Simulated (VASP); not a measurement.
Wanted: the native input for a VASP 6.6.1 run.

* Task: single point
* Functional: PBEsol
* Potentials or basis: VASP PAW PBE potentials, release 64 (C)
* Cutoff: 520 eV
* k mesh: 20 × 20 × 20
* Occupations: fermi-dirac, width 0.1 eV
* Spin: no spin polarisation
* Dipole correction: no
* Further INCAR settings: ALGO = Normal; EDIFF = 1e-06; NBANDS = 8

The structure of C lies in POSCAR:

```
C
1.0
    1.8225349280      0.0000000000      0.0000000000
    0.0000000000      1.8225349280      0.0000000000
    0.0000000000      0.0000000000      1.8225349280
C
1
Direct
    0.0000000000      0.0000000000      0.0000000000
```

This cell differs from its parent crystal: volume scaled by 1.12.

The input as run:

INCAR

```
SYSTEM = C
PREC = Accurate ; ENCUT = 520
EDIFF = 1E-6 ; ISMEAR = -1
SIGMA = 0.1 ; LREAL = .FALSE.
LASPH = .TRUE. ; NELM = 80
ALGO = Normal ; ISIF = 2
LWAVE = .FALSE. ; LCHARG = .TRUE.
GGA = PS ; LELF = .TRUE.
LVHAR = .TRUE. ; NBANDS = 8
```

KPOINTS

```
regular mesh
0
G
  20 20 20
  0 0 0
```

Potentials or basis: VASP PAW PBE potentials, release 64 (C).

Launch:

```bash
$ cat potpaw_PBE.64/C/POTCAR > POTCAR
$ mpirun -np 1 vasp_std > vasp.out
```

Results of the run:

- Pressure: -28.3 GPa
- Band gap on the k mesh: zero (band 2 reaches 18.29 eV, above the bottom of band 3 at 6.45 eV)

Caveat: the PAW data sets were made with another functional, which shifts forces and pressure a little.

It took 3.7 s on 1 thread of Intel Xeon 6975P-C, with other jobs on the host, peak memory 0.11 GiB.
